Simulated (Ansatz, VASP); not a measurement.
Two plane-wave programs on KCl

INCAR

```
PREC = Accurate
ENCUT = 520
EDIFF = 1E-6
ISMEAR = 0
SIGMA = 0.01
LREAL = False
LASPH = True
NELM = 100
ALGO = Normal
ISIF = 2
LWAVE = False
LCHARG = False
GGA = PE
NBANDS = 15
```

Contents of KPOINTS:

```
Automatic mesh
0
Gamma
  6 6 6
```

Contents of POSCAR:

```
KCl
1.0
    0.0000000000      3.2517305771      3.2517305771
    3.2517305771      0.0000000000      3.2517305771
    3.2517305771      3.2517305771      0.0000000000
K Cl
1 1
Direct
    0.0000000000      0.0000000000      0.0000000000
    0.5000000000      0.5000000000      0.5000000000
```

Input for Ansatz:

```yaml
crystal:
  lattice:
    - [0.0, 3.2517305771, 3.2517305771]
    - [3.2517305771, 0.0, 3.2517305771]
    - [3.2517305771, 3.2517305771, 0.0]
  atoms:
    - { symbol: K, position: [0.0, 0.0, 0.0] }
    - { symbol: Cl, position: [0.5, 0.5, 0.5] }
kpoints:
  mp_grid: { grid: [6, 6, 6] }
hamiltonian:
  xc: pbe
scf:
  occupations: { method: fixed }
  n_extra_bands: 4
output:
  forces: true
  stress: true
  eigenvalues: true
```

Alike in both runs: task single point; functional PBE; k mesh 6 × 6 × 6; no spin polarisation.

```csv
,VASP,Ansatz
version,VASP 6.6.1,Ansatz 0.2.0
potentials or method,"VASP PAW PBE potentials, release 64 (K_sv, Cl)","plane waves, PAW"
plane-wave cutoff (eV),520,420
occupations,"gaussian, width 0.01 eV",fixed
valence electrons in the cell,16,16
```

|  | VASP | Ansatz | Ansatz less VASP |
| --- | --- | --- | --- |
| gap on the k mesh at the Fermi level (eV) | 4.86 | 4.87 | +0.002 |
| pressure (GPa) | -0.8 | -0.8 | 0.00 |
